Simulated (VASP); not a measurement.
# Ti2Al6H in VASP: a series of runs

Runs on Ti2Al6H. Level: PBE+D3(BJ). Tasks: single point.

All numbers are computed with VASP 6.6.1; they aren't measurements. Logs are shortened: lines on timing, memory, paths and dates and some standing lists are left out, and cuts for length are marked.

## 1. The cell of the first run

The cell holds a slab with vacuum, 9 atoms: a = 5.024 Å, b = 5.024 Å, c = 21.219 Å, α = 90.00°, β = 90.00°, γ = 64.55°.

## 2. Single point, PBE+D3(BJ)

Contents of INCAR:

```
SYSTEM = Ti2Al6H
PREC = Accurate
ENCUT = 520
EDIFF = 1E-6
ISMEAR = 0
SIGMA = 0.1
LREAL = .FALSE.
LASPH = .TRUE.
NELM = 100
ALGO = Normal
ISIF = 2
LWAVE = .FALSE.
LCHARG = .FALSE.
LDIPOL = .TRUE.
IDIPOL = 3
DIPOL = 0.5 0.5 0.311
GGA = PE
IVDW = 12
NBANDS = 32
```

Contents of KPOINTS:

```
Automatic mesh
0
G
  6 6 1
  0 0 0
```

Contents of POSCAR:

```
Ti2Al6H
1.0
    5.0241861190      0.0000000000      0.0000000000
    2.1588814530      4.5367033218      0.0000000000
    0.0000000000      0.0000000000     21.2187109014
Al Ti H
6 2 1
Direct
    0.5000000000      0.0000000000      0.1885128658
    0.0000000000      0.5000000000      0.1885128658
    0.0000000000      0.0000000000      0.2517328341
    0.0000000000      0.5000000000      0.3193548961
    0.5000000000      0.0000000000      0.3193548961
    0.5000000000      0.5000000000      0.3826203646
    0.5000000000      0.5000000000      0.2517328341
    0.0000000000      0.0000000000      0.3797002555
    0.8333333333      0.8333333333      0.5145793706
```

Potentials or basis: VASP PAW PBE potentials, release 64 (Al, Ti_sv, H).

Command:

```console
> cat potpaw_PBE.64/Al/POTCAR potpaw_PBE.64/Ti_sv/POTCAR potpaw_PBE.64/H/POTCAR > POTCAR
> mpirun -np 1 vasp_std > vasp.out
```

OUTCAR:

```text
SYSTEM = Ti2Al6H
   PREC = Accurate
   ENCUT = 520
   EDIFF = 1E-6
   ISMEAR = 0
   LREAL = .FALSE.
   LASPH = .TRUE.
   NELM = 100
   ISIF = 2
   GGA = PE
   IVDW = 12
 IVDW          = 12

 ion  position               nearest neighbor table
   1  0.500  0.000  0.189-   2 2.68   2 2.68   5 2.78   7 2.85   7 2.85   3 2.85   3 2.85
   2  0.000  0.500  0.189-   1 2.68   1 2.68   4 2.78   3 2.85   3 2.85   7 2.85   7 2.85
   3  0.000  0.000  0.252-   7 2.68   7 2.68   8 2.72   2 2.85   2 2.85   1 2.85   1 2.85   4 2.89
                             4 2.89   5 2.89   5 2.89
   4  0.000  0.500  0.319-   5 2.68   5 2.68   2 2.78   8 2.82   8 2.82   6 2.85   6 2.85   3 2.89
                             3 2.89   7 2.89   7 2.89
   5  0.500  0.000  0.319-   4 2.68   4 2.68   1 2.78   8 2.82   8 2.82   6 2.85   6 2.85   7 2.89
                             7 2.89   3 2.89   3 2.89
   6  0.500  0.500  0.383-   8 2.68   8 2.68   7 2.78   5 2.85   5 2.85   4 2.85   4 2.85
   7  0.500  0.500  0.252-   3 2.68   3 2.68   6 2.78   1 2.85   1 2.85   2 2.85   2 2.85   5 2.89
                             5 2.89   4 2.89   4 2.89
   8  0.000  0.000  0.380-   6 2.68   6 2.68   3 2.72   4 2.82   4 2.82   5 2.82   5 2.82
   9  0.833  0.833  0.515-

  LATTYP: Found a base centered orthorhombic cell.
 ALAT       =     5.3657849248
 B/A-ratio  =     1.5833231892
 C/A-ratio  =     3.9544467769

  Lattice vectors:

 A1 = (  -2.1588814530,  -4.5367033218,   0.0000000000)
 A2 = (   5.0241861190,   0.0000000000,   0.0000000000)
 A3 = (   0.0000000000,   0.0000000000,  21.2187109014)

Analysis of symmetry for initial positions (statically):
=====================================================================
 Subroutine PRICEL returns:
 Original cell was already a primitive cell.

 Routine SETGRP: Setting up the symmetry group for a
 base centered orthorhombic supercell.

 Subroutine GETGRP returns: Found  2 space group operations
 (whereof  2 operations were pure point group operations)
 out of a pool of  8 trial point group operations.

The static configuration has the point symmetry C_1h.

Analysis of symmetry for dynamics (positions and initial velocities):
=====================================================================
 Subroutine PRICEL returns:
 Original cell was already a primitive cell.

 Routine SETGRP: Setting up the symmetry group for a
 base centered orthorhombic supercell.

 Subroutine GETGRP returns: Found  2 space group operations
 (whereof  2 operations were pure point group operations)
 out of a pool of  8 trial point group operations.

The dynamic configuration has the point symmetry C_1h.

 Subroutine INISYM returns: Found  2 space group operations
 (whereof  2 operations are pure point group operations),
 and found     1 'primitive' translations

----------------------------------------------------------------------------------------

                                     Primitive cell

  volume of cell :     483.6432

  direct lattice vectors                    reciprocal lattice vectors
     5.024186119  0.000000000  0.000000000     0.199037212 -0.094715858  0.000000000
     2.158881453  4.536703322  0.000000000     0.000000000  0.220424376  0.000000000
     0.000000000  0.000000000 21.218710901     0.000000000  0.000000000  0.047128216

  length of vectors
     5.024186119  5.024186119 21.218710901     0.220424376  0.220424376  0.047128216

  position of ions in fractional coordinates (direct lattice)
     0.500000000  0.000000000  0.188512866
     1.000000000  0.500000000  0.188512866
     0.000000000  0.000000000  0.251732834
     1.000000000  0.500000000  0.319354896
     0.500000000  0.000000000  0.319354896
     0.500000000  0.500000000  0.382620365
     0.500000000  0.500000000  0.251732834
     0.000000000  0.000000000  0.379700255
     0.833333333  0.833333333  0.514579371

  ion indices of the primitive-cell ions
   primitive index   ion index
                 1           1
                 2           2
                 3           3
                 4           4
                 5           5
                 6           6
                 7           7
                 8           8
                 9           9

----------------------------------------------------------------------------------------

 KPOINTS: Automatic mesh

Automatic generation of k-mesh.
 Grid dimensions read from file:
 generate k-points for:    6    6    1

 Generating k-lattice:

  Cartesian coordinates                     Fractional coordinates (reciprocal lattice)
     0.033172869 -0.015785976  0.000000000     0.166666667 -0.000000000  0.000000000
     0.000000000  0.036737396  0.000000000     0.000000000  0.166666667  0.000000000
     0.000000000  0.000000000  0.047128216     0.000000000  0.000000000  1.000000000

  Length of vectors
     0.036737396  0.036737396  0.047128216

  Shift w.r.t. Gamma in fractional coordinates (k-lattice)
     0.000000000  0.000000000  0.000000000

 Subroutine IBZKPT returns following result:
 ===========================================

 Found     13 irreducible k-points:

 Following reciprocal coordinates:
            Coordinates               Weight
  0.000000  0.000000  0.000000      1.000000
  0.166667  0.000000  0.000000      4.000000
  0.333333  0.000000  0.000000      4.000000
  0.500000  0.000000  0.000000      2.000000
  0.166667  0.166667  0.000000      2.000000
  0.333333  0.166667  0.000000      4.000000
  0.500000  0.166667  0.000000      4.000000
 -0.333333  0.166667  0.000000      4.000000
 -0.166667  0.166667  0.000000      2.000000
  0.333333  0.333333  0.000000      2.000000
  0.500000  0.333333  0.000000      4.000000
 -0.333333  0.333333  0.000000      2.000000
  0.500000  0.500000  0.000000      1.000000
   k-points           NKPTS =     13   k-points in BZ     NKDIM =     13   number of bands    NBANDS=     32
   number of dos      NEDOS =    301   number of ions     NIONS =      9
   total plane-waves  NPLWV = 256000
   dimension x,y,z NGX =    40 NGY =   40 NGZ =  160
   dimension x,y,z NGXF=    80 NGYF=   80 NGZF=  320
   ions per type =               6   2   1
   NGX,Y,Z   is equivalent  to a cutoff of  13.24, 13.24, 12.54 a.u.
   NGXF,Y,Z  is equivalent  to a cutoff of  26.47, 26.47, 25.07 a.u.
 SYSTEM =  Ti2Al6H
   PREC   = accura    normal or accurate (medium, high low for compatibility)
   ISTART =      0    job   : 0-new  1-cont  2-samecut
   ICHARG =      2    charge: 1-file 2-atom 10-const
   ISPIN  =      1    spin polarized calculation?
   LNONCOLLINEAR =      F non collinear calculations
   LSORBIT =      F    spin-orbit coupling
   LASPH  =      T    aspherical Exc in radial PAW
   ENCUT  =  520.0 eV  38.22 Ry    6.18 a.u.   9.34  9.34 39.45*2*pi/ulx,y,z
   NELM   =    100;   NELMIN=  2; NELMDL= -5     # of ELM steps
   EDIFF  = 0.1E-05   stopping-criterion for ELM
   LREAL  =      F    real-space projection
   EDIFFG = 0.1E-04   stopping-criterion for IOM
   NSW    =      0    number of steps for IOM
   IBRION =     -1    ionic relax: 0-MD 1-quasi-New 2-CG
   NFREE  =      0    steps in history (QN), initial steepest desc. (CG)
   ISIF   =      2    stress and relaxation
   ISYM   =      2    0-nonsym 1-usesym 2-fastsym
   POTIM  = 0.5000    time-step for ionic-motion
   TEBEG  =    0.0;   TEEND  =   0.0 temperature during run
   PSTRESS=    0.0 pullay stress
   NELECT =      43.0000    total number of electrons
   NUPDOWN=      -1.0000    fix difference up-down
   EMIN   =  10.00;   EMAX   =-10.00  energy-range for DOS
   EFERMI =   0.00;   METHOD = LEGACY
   ISMEAR =     0;   SIGMA  =   0.10  broadening in eV -4-tet -1-fermi 0-gaus
   EFERMI_NEDOS =   21; number of points for ismear=-14 and -15
   IALGO  =     38    algorithm
   IMIX   =      4    mixing-type and parameters
     AMIX     =   0.40;   BMIX     =  1.00
     AMIX_MAG =   1.60;   BMIX_MAG =  1.00
  volume/ion in A,a.u.               =      53.74       362.64
  Fermi-wavevector in a.u.,A,eV,Ry     =   0.730672  1.380770  7.263905  0.533882
  Thomas-Fermi vector in A             =   1.822700
   LORBIT       =      0    0 simple, 1 ext, 2 COOP (PROOUT), +10 PAW based schemes
   GGA     = PE    functional components
   LHFCALC =     F    Hartree Fock is set to
   AEXX    =    0.0000 exact exchange contribution
   IVDW    =    12    specifies the selected vdW correction
   LEPSILON=     F    determine dielectric tensor
   LRPA    =     F    only Hartree local field effects (RPA)
 non-spin polarized calculation
 Gauss-broadening in eV      SIGMA  =   0.10
  energy-cutoff  :      520.00
  volume of cell :      483.64
 maximum number of plane-waves:     13072
 NGX is ok and might be reduce to    40
   NGX = 19   NGY = 19   NGZ = 79

 dipolmoment           0.000000      0.000000     -0.118184 electrons x Angstroem

 number of electron      43.0000009 magnetization

 dipolmoment           0.000000      0.000000      0.277386 electrons x Angstroem

 Free energy of the ion-electron system (eV)
  ---------------------------------------------------
  ext. energy  EPLUGINS =         0.00000000
  ---------------------------------------------------
  free energy    TOTEN  =       -37.21420530 eV

  energy without entropy =      -37.18458575  energy(sigma->0) =      -37.19939553

 E-fermi :  -1.5756     XC(G=0):  -4.0646

 val. band max:       -1.6031472181   @ k =   0.5000   0.0000   0.0000
 cond. band min:      -1.5533625775   @ k =  -0.1667   0.1667   0.0000
 fundamental gap:      0.0497846406
 Fermi energy:        -1.5756408431

 k-point     1 :       0.0000    0.0000    0.0000
  band No.  band energies     occupation
      1     -58.5289      2.00000
      2     -58.1861      2.00000
      3     -34.9098      2.00000
      4     -34.8105      2.00000
      5     -34.6792      2.00000
      6     -34.5893      2.00000
[... 24 lines left out ...]
     31       1.0384      0.00000
     32       1.2720      0.00000

 k-point     2 :       0.1667    0.0000    0.0000
  band No.  band energies     occupation
      1     -58.5289      2.00000
      2     -58.1861      2.00000
      3     -34.9098      2.00000
      4     -34.8106      2.00000
      5     -34.6796      2.00000
      6     -34.5892      2.00000
[... 24 lines left out ...]
     31       1.4216      0.00000
     32       1.5374      0.00000

 k-point     3 :       0.3333    0.0000    0.0000
  band No.  band energies     occupation
      1     -58.5289      2.00000
      2     -58.1861      2.00000
      3     -34.9099      2.00000
      4     -34.8108      2.00000
      5     -34.6804      2.00000
      6     -34.5889      2.00000
[... 24 lines left out ...]
     31       1.4982      0.00000
     32       1.6856      0.00000

 k-point     4 :       0.5000    0.0000    0.0000
  band No.  band energies     occupation
      1     -58.5289      2.00000
      2     -58.1861      2.00000
      3     -34.9099      2.00000
      4     -34.8109      2.00000
      5     -34.6808      2.00000
      6     -34.5887      2.00000
[... 269 lines left out ...]
     31       1.5289      0.00000
     32       1.7744      0.00000

 k-point    12 :      -0.3333    0.3333    0.0000
  band No.  band energies     occupation
      1     -58.5289      2.00000
      2     -58.1861      2.00000
      3     -34.9099      2.00000
      4     -34.8110      2.00000
      5     -34.6806      2.00000
      6     -34.5888      2.00000
[... 24 lines left out ...]
     31       1.2705      0.00000
     32       1.9560      0.00000

 k-point    13 :       0.5000    0.5000    0.0000
  band No.  band energies     occupation
      1     -58.5289      2.00000
      2     -58.1861      2.00000
      3     -34.9100      2.00000
      4     -34.8112      2.00000
      5     -34.6796      2.00000
      6     -34.5891      2.00000
[... 24 lines left out ...]
     31       1.7411      0.00000
     32       1.8153      0.00000

------------------------ aborting loop because EDIFF is reached ----------------------------------------

 vacuum level on the upper side and lower side of the slab       (xc-potential included)         0.887        -1.243

 Edisp (eV)   -2.03084

 E8    (eV) :    -0.9661

  FORCE on cell =-STRESS in cart. coord.  units (eV):
  Direction    XX          YY          ZZ          XY          YZ          ZX
  --------------------------------------------------------------------------------------
  -------------------------------------------------------------------------------------
  Total      -5.01454    -3.00537    -4.00250    -2.11105     0.33517     0.53069
  in kB     -16.61180    -9.95597   -13.25919    -6.99333     1.11033     1.75801
  external pressure =      -13.28 kB  Pullay stress =        0.00 kB

 VOLUME and BASIS-vectors are now :
 -----------------------------------------------------------------------------
  energy-cutoff  :      520.00
  volume of cell :      483.64
      direct lattice vectors                 reciprocal lattice vectors
     5.024186119  0.000000000  0.000000000     0.199037212 -0.094715858  0.000000000
     2.158881453  4.536703322  0.000000000     0.000000000  0.220424376  0.000000000
     0.000000000  0.000000000 21.218710901     0.000000000  0.000000000  0.047128216

 POSITION                                       TOTAL-FORCE (eV/Angst)
 -----------------------------------------------------------------------------------
      2.51209      0.00000      4.00000         0.001051      0.006493      0.491430
      1.07944      2.26835      4.00000         0.006315     -0.001841      0.491430
      0.00000      0.00000      5.34145         0.006783      0.004284     -0.560939
      1.07944      2.26835      6.77630         0.029071      0.016213     -0.056820
      2.51209      0.00000      6.77630         0.027131      0.019283     -0.056820
      3.59153      2.26835      8.11871        -0.045030     -0.028440      0.271453
      3.59153      2.26835      5.34145         0.024480      0.015461     -0.517508
      0.00000      0.00000      8.05675        -0.301476     -0.190407      1.014057
      5.98589      3.78059     10.91871         0.251677      0.158955     -1.076283
 -----------------------------------------------------------------------------------
    total drift:                                0.000028      0.000018     -0.000292

  FREE ENERGIE OF THE ION-ELECTRON SYSTEM (eV)
  ---------------------------------------------------
  free  energy   TOTEN  =       -39.2450449634 eV

  energy  without entropy=      -39.2154254196  energy(sigma->0) =      -39.23023519

 vacuum level on the upper side and lower side of the slab         4.693         2.501
```

Wall time 4 min (1 thread of Intel Xeon 6975P-C (Granite Rapids), shared host); peak memory 0.63 GiB.

What came out:

```
Free energy                : -39.2450 eV
Largest force              : 1.117 eV/Å
Dispersion energy per atom : -0.226 eV
```

Forces in eV/Å, atoms in the order of the input:
```
Al   0.001  0.006  0.491
Al   0.006 -0.002  0.491
Al   0.007  0.004 -0.561
Al   0.029  0.016 -0.057
Al   0.027  0.019 -0.057
Al  -0.045 -0.028  0.271
Ti   0.024  0.015 -0.518
Ti  -0.301 -0.190  1.014
H    0.252  0.159 -1.076
```

## 3. Single point, PBE+D3(BJ)

Contents of INCAR:

```
SYSTEM = Ti2Al6H
ALGO = Normal ; DIPOL = 0.5 0.5 0.311
EDIFF = 1E-6 ; ENCUT = 520
GGA = PE ; IDIPOL = 3
ISIF = 2 ; ISMEAR = 0
IVDW = 12 ; LASPH = .TRUE.
LCHARG = .FALSE. ; LDIPOL = .TRUE.
LREAL = .FALSE. ; LWAVE = .FALSE.
NBANDS = 32 ; NELM = 60
PREC = Accurate ; SIGMA = 0.1
```

Contents of KPOINTS:

```
k-points
0
G
  6 6 1
  0 0 0
```

Changes to POSCAR since step 2:

```diff
@@ -16,2 +16,2 @@
     0.0000000000      0.0000000000      0.3797002555
-    0.8333333333      0.8333333333      0.5145793706
+    0.8333333333      1.1666666667      0.5145793706
```

Potentials or basis: VASP PAW PBE potentials, release 64 (Al, Ti_sv, H).

Command:

```console
> cat potpaw_PBE.64/Al/POTCAR potpaw_PBE.64/Ti_sv/POTCAR potpaw_PBE.64/H/POTCAR > POTCAR
> mpirun -np 1 vasp_std > vasp.out
```

Run time: 4.1 min. Hardware: 1 thread of Intel Xeon 6975P-C (Granite Rapids), shared host; peak memory 0.63 GiB.

Results (log left out):

| Quantity | Value |
| --- | --- |
| Free energy | -39.5380 eV |
| Largest force | 1.460 eV/Å |
| Dispersion energy per atom | -0.226 eV |

Forces in eV/Å, atoms in the order of the input:
```
Al  -0.009  0.008  0.529
Al  -0.003  0.011  0.529
Al   0.015 -0.023 -0.547
Al  -0.018 -0.007 -0.047
Al   0.014  0.014 -0.047
Al   0.100 -0.159  0.317
Ti   0.028 -0.045 -0.512
Ti  -0.145  0.229  1.238
H    0.018 -0.028 -1.460
```

Levels at points of the mesh, in eV from the Fermi level:
```tsv
k point	band 17	band 18	band 19	band 20	band 21	band 22	band 23	band 24	band 25	band 26
(0.00, 0.00, 0.00)	-1.12	-1.07	-1.04	-1.02	-0.43	-0.31	-0.14	0.74	1.13	1.83
(0.50, 0.00, 0.00)	-1.45	-0.70	-0.61	-0.23	-0.12	0.04	0.33	0.82	1.01	1.26
(0.50, 0.50, 0.00)	-1.79	-0.91	-0.36	-0.34	0.29	0.43	0.56	0.56	0.75	0.82
```

## 4. Single point, PBE+D3(BJ)

Contents of INCAR:

```
PREC = Accurate ; ENCUT = 520
EDIFF = 1E-6 ; ISMEAR = 0
SIGMA = 0.1 ; LREAL = False
LASPH = True ; NELM = 80
ALGO = Normal ; ISIF = 2
LWAVE = False ; LCHARG = False
LDIPOL = True ; IDIPOL = 3
DIPOL = 0.5 0.5 0.311 ; GGA = PE
IVDW = 12 ; NBANDS = 32
```

Contents of KPOINTS:

```
regular mesh
0
Gamma
  6 6 1
```

Changes to POSCAR since step 3:

```diff
@@ -16,2 +16,2 @@
     0.0000000000      0.0000000000      0.3797002555
-    0.8333333333      1.1666666667      0.5145793706
+    0.6666666667      0.6666666667      0.5145793706
```

Command:

```console
> cat potpaw_PBE.64/Al/POTCAR potpaw_PBE.64/Ti_sv/POTCAR potpaw_PBE.64/H/POTCAR > POTCAR
> mpirun -np 1 vasp_std > vasp.out
```

Run time: 4.4 min. Hardware: 1 thread of Intel Xeon 6975P-C (Granite Rapids), shared host; peak memory 0.62 GiB.

It converged, with:

| Property | Result |
| --- | --- |
| Free energy | -39.1909 eV |
| Largest force | 1.022 eV/Å |
| Dispersion energy per atom | -0.226 eV |

Forces in eV/Å, atoms in the order of the input:
```
Al   0.004 -0.085  0.530
Al  -0.075  0.040  0.530
Al   0.000  0.000 -0.554
Al   0.064 -0.014 -0.039
Al   0.015  0.064 -0.039
Al   0.108  0.068  0.390
Ti   0.094  0.059 -0.399
Ti   0.009  0.005  0.572
H   -0.218 -0.138 -0.989
```

Levels at points of the mesh, in eV from the Fermi level:
```tsv
k point	band 18	band 19	band 20	band 21	band 22	band 23	band 24	band 25
(0.00, 0.00, 0.00)	-1.14	-1.11	-1.06	-0.45	-0.26	-0.17	0.59	0.76
(0.50, 0.00, 0.00)	-0.90	-0.64	-0.30	-0.10	0.11	0.28	0.77	0.91
(0.50, 0.50, 0.00)	-0.92	-0.44	-0.37	0.19	0.20	0.51	0.54	0.65
```

## 5. Single point, PBE+D3(BJ)

Contents of INCAR:

```
ALGO = Normal
DIPOL = 0.5 0.5 0.311
EDIFF = 1E-6
ENCUT = 520
GGA = PE
IDIPOL = 3
ISIF = 2
ISMEAR = 0
IVDW = 12
LASPH = True
LCHARG = True
LDIPOL = True
LELF = True
LREAL = False
LVACPOTAV = True
LVHAR = True
LWAVE = False
NBANDS = 32
NELM = 80
PREC = Accurate
SIGMA = 0.1
```

Contents of KPOINTS:

```
k-points
0
Gamma
  6 6 1
```

Changes to POSCAR since step 4:

```diff
@@ -16,2 +16,2 @@
     0.0000000000      0.0000000000      0.3797002555
-    0.6666666667      0.6666666667      0.5145793706
+    0.6666666667      1.3333333333      0.5145793706
```

Command:

```console
> cat potpaw_PBE.64/Al/POTCAR potpaw_PBE.64/Ti_sv/POTCAR potpaw_PBE.64/H/POTCAR > POTCAR
> mpirun -np 1 vasp_std > vasp.out
```

Run time: 4.3 min. Hardware: 1 thread of Intel Xeon 6975P-C (Granite Rapids), shared host; peak memory 0.64 GiB.

It converged, with:

| Item | Value |
| --- | --- |
| Free energy | -39.5173 eV |
| Largest force | 1.442 eV/Å |
| Dispersion energy per atom | -0.226 eV |

Forces on the atoms (eV/Å):
```
Al  -0.009  0.007  0.561
Al  -0.003  0.011  0.561
Al   0.025 -0.040 -0.541
Al  -0.014 -0.002 -0.033
Al   0.008  0.012 -0.033
Al   0.062 -0.099  0.504
Ti   0.040 -0.064 -0.358
Ti  -0.118  0.186  0.780
H    0.007 -0.011 -1.442
```

Levels at points of the mesh, in eV from the Fermi level:
| k point | band 18 | band 19 | band 20 | band 21 | band 22 | band 23 | band 24 | band 25 |
| --- | --- | --- | --- | --- | --- | --- | --- | --- |
| (0.00, 0.00, 0.00) | -1.13 | -1.10 | -1.06 | -0.44 | -0.35 | -0.16 | 0.58 | 0.95 |
| (0.50, 0.00, 0.00) | -1.05 | -0.63 | -0.28 | -0.10 | 0.16 | 0.27 | 0.78 | 0.93 |
| (0.50, 0.50, 0.00) | -1.20 | -0.47 | -0.35 | 0.18 | 0.31 | 0.53 | 0.53 | 0.70 |
